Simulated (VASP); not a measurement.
# TaC in VASP: relaxation of the atoms with PBE

Aim: the relaxation of the atoms of TaC with PBE.

Program: VASP 6.6.1. These are calculated values, not measurements. Logs are shortened: lines on timing, memory, paths and dates and some standing lists are left out, and cuts for length are marked.

## 1. The cell of the first run

The cell holds a slab with vacuum, 8 atoms: a = 3.164 Å, b = 3.164 Å, c = 24.043 Å, α = 90.00°, β = 90.00°, γ = 120.00°.

## 2. Relaxation of the atoms, PBE

Input file INCAR:

```
PREC = Accurate
ENCUT = 520
EDIFF = 1E-7
ISMEAR = 0
SIGMA = 0.1
LREAL = False
LASPH = True
NELM = 120
ALGO = Normal
ISIF = 2
LWAVE = False
LCHARG = False
LDIPOL = True
IDIPOL = 3
DIPOL = 0.5 0.5 0.500
GGA = PE
IBRION = 2
NSW = 80
EDIFFG = -0.02
GGA_COMPAT = False
NELMIN = 4
NELMDL = -8
```

Input file KPOINTS:

```
regular mesh
0
Gamma
  12 12 1
```

Input file POSCAR:

```
TaC
1.0
    3.1644852995      0.0000000000      0.0000000000
   -1.5822426497      2.7405246593      0.0000000000
    0.0000000000      0.0000000000     24.0432699960
C Ta
4 4
Direct
    0.3333333333      0.6666666667      0.3119376025
    0.0000000000      0.0000000000      0.4194018297
    0.6666666667      0.3333333333      0.5268660568
    0.3333333333      0.6666666667      0.6343302839
    0.6666666667      0.3333333333      0.3656697161
    0.3333333333      0.6666666667      0.4731339432
    0.0000000000      0.0000000000      0.5805981703
    0.6666666667      0.3333333333      0.6880623975
```

Potentials or basis: VASP PAW PBE potentials, release 64 (C, Ta_pv).

Command:

```console
$ cat potpaw_PBE.64/C/POTCAR potpaw_PBE.64/Ta_pv/POTCAR > POTCAR
$ mpirun -np 1 vasp_std > vasp.out
```

OUTCAR:

```text
PREC = Accurate
   ENCUT = 520
   EDIFF = 1E-7
   ISMEAR = 0
   LREAL = False
   LASPH = True
   NELM = 120
   ISIF = 2
   GGA = PE
   IBRION = 2
   NSW = 80
   EDIFFG = -0.02
   NELMIN = 4
   NELMDL = -8

 ion  position               nearest neighbor table
   1  0.333  0.667  0.312-   5 2.24   5 2.24   5 2.24
   2  0.000  0.000  0.419-   6 2.24   6 2.24   6 2.24   5 2.24   5 2.24   5 2.24
   3  0.667  0.333  0.527-   7 2.24   7 2.24   7 2.24   6 2.24   6 2.24   6 2.24
   4  0.333  0.667  0.634-   7 2.24   8 2.24   8 2.24   7 2.24   7 2.24   8 2.24
   5  0.667  0.333  0.366-   2 2.24   1 2.24   1 2.24   2 2.24   2 2.24   1 2.24   6 3.16   6 3.16
                             6 3.16
   6  0.333  0.667  0.473-   2 2.24   2 2.24   2 2.24   3 2.24   3 2.24   3 2.24   7 3.16   5 3.16
                             5 3.16   7 3.16   7 3.16   5 3.16
   7  0.000  0.000  0.581-   3 2.24   3 2.24   3 2.24   4 2.24   4 2.24   4 2.24   6 3.16   6 3.16
                             6 3.16   8 3.16   8 3.16   8 3.16
   8  0.667  0.333  0.688-   4 2.24   4 2.24   4 2.24   7 3.16   7 3.16   7 3.16

  LATTYP: Found a hexagonal cell.
 ALAT       =     3.1644852995
 C/A-ratio  =     7.5978453747

  Lattice vectors:

 A1 = (   3.1644852995,   0.0000000000,   0.0000000000)
 A2 = (  -1.5822426497,   2.7405246593,   0.0000000000)
 A3 = (   0.0000000000,   0.0000000000,  24.0432699960)

Analysis of symmetry for initial positions (statically):
=====================================================================
 Subroutine PRICEL returns:
 Original cell was already a primitive cell.

 Routine SETGRP: Setting up the symmetry group for a
 hexagonal supercell.

 Subroutine GETGRP returns: Found  6 space group operations
 (whereof  6 operations were pure point group operations)
 out of a pool of 24 trial point group operations.

The static configuration has the point symmetry C_3v.

Analysis of symmetry for dynamics (positions and initial velocities):
=====================================================================
 Subroutine PRICEL returns:
 Original cell was already a primitive cell.

 Routine SETGRP: Setting up the symmetry group for a
 hexagonal supercell.

 Subroutine GETGRP returns: Found  6 space group operations
 (whereof  6 operations were pure point group operations)
 out of a pool of 24 trial point group operations.

The dynamic configuration has the point symmetry C_3v.

 Subroutine INISYM returns: Found  6 space group operations
 (whereof  6 operations are pure point group operations),
 and found     1 'primitive' translations

----------------------------------------------------------------------------------------

                                     Primitive cell

[... 123 lines left out ...]
   AEXX    =    0.0000 exact exchange contribution
   IVDW    =     0    specifies the selected vdW correction
   LEPSILON=     F    determine dielectric tensor
   LRPA    =     F    only Hartree local field effects (RPA)
 conjugate gradient relaxation of ions
 non-spin polarized calculation
 Gauss-broadening in eV      SIGMA  =   0.10
  energy-cutoff  :      520.00
  volume of cell :      208.51
 maximum number of plane-waves:      5642
 NGX is ok and might be reduce to    24
   NGX = 11   NGY = 11   NGZ = 89

 dipolmoment           0.000000      0.000000      0.046823 electrons x Angstroem

--------------------------------------- Ionic step        1  -------------------------------------------

 number of electron      59.9999998 magnetization

 Free energy of the ion-electron system (eV)
  ---------------------------------------------------
  ext. energy  EPLUGINS =         0.00000000
  ---------------------------------------------------
  free energy    TOTEN  =       -83.71898971 eV

  energy without entropy =      -83.69849307  energy(sigma->0) =      -83.70874139

 E-fermi :   0.1660     XC(G=0):  -6.5852

 val. band max:        0.1159987099   @ k =   0.0833   0.0000   0.0000
 cond. band min:       0.1732832505   @ k =   0.5000   0.0000   0.0000
 fundamental gap:      0.0572845407
 Fermi energy:         0.1660083294

 k-point     1 :       0.0000    0.0000    0.0000
  band No.  band energies     occupation
      1     -35.5041      2.00000
      2     -35.1941      2.00000
      3     -35.0444      2.00000
      4     -35.0444      2.00000
      5     -34.9428      2.00000
      6     -34.9428      2.00000
[... 849 lines left out ...]
  FREE ENERGIE OF THE ION-ELECTRON SYSTEM (eV)
  ---------------------------------------------------
  free  energy   TOTEN  =       -84.4456550635 eV

  energy  without entropy=      -84.4290439031  energy(sigma->0) =      -84.43734948

[... ionic steps 4 to 9 ...]

--------------------------------------- Ionic step       10  -------------------------------------------

 number of electron      59.9999999 magnetization

------------------------ aborting loop because EDIFF is reached ----------------------------------------
[... 79 lines left out ...]
--------------------------------------- Ionic step       12  -------------------------------------------

 number of electron      59.9999999 magnetization

 dipolmoment           0.000000      0.000000     -0.118204 electrons x Angstroem

 Free energy of the ion-electron system (eV)
  ---------------------------------------------------
  ext. energy  EPLUGINS =         0.00000000
  ---------------------------------------------------
  free energy    TOTEN  =       -84.46890570 eV

  energy without entropy =      -84.45294986  energy(sigma->0) =      -84.46092778

 E-fermi :  -0.0820     XC(G=0):  -6.4952

 val. band max:       -0.0982285254   @ k =   0.4167   0.1667   0.0000
 cond. band min:      -0.0575241545   @ k =   0.3333   0.3333   0.0000
 fundamental gap:      0.0407043709
 Fermi energy:        -0.0819764801

 k-point     1 :       0.0000    0.0000    0.0000
  band No.  band energies     occupation
      1     -35.5405      2.00000
      2     -35.2872      2.00000
      3     -35.1275      2.00000
      4     -35.1275      2.00000
      5     -34.9423      2.00000
      6     -34.9423      2.00000
[... 730 lines left out ...]
     35       2.5447      0.00000
     36       2.9738      0.00000

------------------------ aborting loop because EDIFF is reached ----------------------------------------

 vacuum level on the upper side and lower side of the slab       (xc-potential included)        -1.212         1.199

  FORCE on cell =-STRESS in cart. coord.  units (eV):
  Direction    XX          YY          ZZ          XY          YZ          ZX
  --------------------------------------------------------------------------------------
  -------------------------------------------------------------------------------------
  Total        0.3422387      0.3422387     -0.0750367      0.0000000      0.0000000      0.0000000
  in kB        2.6297194      2.6297194     -0.5765727      0.0000000      0.0000000      0.0000000
  external PRESSURE =       1.5609553 kB  Pullay stress =       0.0000000 kB
[... 23 lines left out ...]
  FREE ENERGIE OF THE ION-ELECTRON SYSTEM (eV)
  ---------------------------------------------------
  free  energy   TOTEN  =       -84.4689056971 eV

  energy  without entropy=      -84.4529498612  energy(sigma->0) =      -84.46092778

 reached required accuracy - stopping structural energy minimisation

 vacuum level on the upper side and lower side of the slab         4.599         7.065
```

OSZICAR:

```text
N       E                     dE             d eps       ncg     rms          rms(c)
DAV:   1     0.497060353266E+03    0.49706E+03   -0.33446E+04  1640   0.152E+03
[... 175 lines left out ...]
DAV:   1    -0.844688560664E+02    0.25766E-04   -0.11140E-02  1368   0.677E-01    0.308E-02
DAV:   2    -0.844689099677E+02   -0.53901E-04   -0.62580E-04  1456   0.162E-01    0.174E-02
DAV:   3    -0.844690748722E+02   -0.16490E-03   -0.10555E-03  1976   0.114E-01    0.570E-02
DAV:   4    -0.844689065723E+02    0.16830E-03   -0.89738E-04  1968   0.104E-01    0.891E-03
DAV:   5    -0.844689062429E+02    0.32939E-06   -0.30640E-05  1896   0.261E-02    0.466E-03
DAV:   6    -0.844689056821E+02    0.56082E-06   -0.57045E-06  1808   0.129E-02    0.187E-03
DAV:   7    -0.844689056971E+02   -0.14937E-07   -0.63483E-07  1608   0.382E-03
  12 F= -.84468906E+02 E0= -.84460928E+02  d E =-.380568E-03
```

Run time: 48 min. Hardware: 1 thread of Oxide Virtual Turin-like, shared host; peak memory 0.36 GiB.

Results:

```yaml
Free_energy: -84.4689 eV
Energy_gained_by_relaxing: 93.7 meV/atom
Ionic_steps: 12
Largest_force_after_relaxing: 0.020 eV/Å
Band_gap_on_the_k_mesh: zero (bands 30 and 31 overlap by 0.19 eV)
```

Forces in eV/Å, atoms in the order of the input:
```
C    0.000  0.000 -0.017
C    0.000  0.000  0.020
C    0.000  0.000  0.000
C    0.000  0.000 -0.016
Ta   0.000  0.000 -0.001
Ta   0.000  0.000  0.012
Ta   0.000  0.000  0.010
Ta   0.000  0.000 -0.009
```

Step by step:
```tsv
step	energy change (eV)	largest force (eV/Å)	pressure (GPa)
1	0.0000	3.4921	-3.55
2	-0.7264	0.5398	-0.55
3	-0.7267	0.5513	-0.63
4	-0.7438	0.1892	-0.39
5	-0.7442	0.1358	-0.43
6	-0.7462	0.0893	-0.38
7	-0.7471	0.1660	-0.32
8	-0.7487	0.0916	-0.14
9	-0.7495	0.0841	0.08
10	-0.7495	0.0869	0.11
11	-0.7499	0.0326	0.17
12	-0.7499	0.0197	0.16
```

Final structure:
```
C Ta
1.0
     3.16449    0.00000    0.00000
    -1.58224    2.74052    0.00000
     0.00000    0.00000   24.04327
C Ta
4 4
Cartesian
  0.0000 1.8270 7.6860
  0.0000 0.0000 10.1412
  1.5822 0.9135 12.6651
  0.0000 1.8270 15.2970
  1.5822 0.9135 8.6556
  0.0000 1.8270 11.3216
  0.0000 0.0000 13.9763
  1.5822 0.9135 16.4303
```

Caveat: spin-orbit coupling is left out, which moves the levels of the heavy elements.

The gap in the log of VASP goes by the Fermi energy; the results here count the filled bands.